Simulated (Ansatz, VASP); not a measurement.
# One calculation of PbS, two programs

```
CELL_PARAMETERS angstrom
-0.05930 2.93535 2.93535
2.93535 -0.05930 2.93535
2.93535 2.93535 -0.05930
ATOMIC_POSITIONS crystal
Pb 0.00000 0.00000 0.00000
S 0.50000 0.50000 0.50000
```

Change from the starting cell: equal xy, yz and zx shear strains of -2 %, crystal datasets.

Alike in both runs: task electric field gradients; functional LDA; k mesh 8 × 8 × 8; occupations fermi-dirac, width 0.01 eV; no spin polarisation.

|  | VASP | Ansatz |
| --- | --- | --- |
| version | VASP 6.6.1 | Ansatz 0.2.0 |
| potentials or method | VASP PAW LDA potentials, release 64 (Pb_d, S), cutoff 520 eV | all-electron PAW with datasets made for the crystal, scalar-relativistic |

|  | VASP | Ansatz | Ansatz less VASP |
| --- | --- | --- | --- |
| pressure (GPa) | -2.5 | -2.6 | -0.03 |
| traceless stress, the component that is largest in VASP (GPa) | 0.39 | 0.40 | +0.012 |
| size of Vzz on the site where it differs most (V/Å²) | 2.3 | 7.8 | +5.45 |

LDA's correlation is that of Perdew and Zunger in VASP and of Perdew and Wang (1992) in Ansatz. Ansatz ran all-electron here, and VASP with PAW potentials.

Spin-orbit coupling is off throughout.
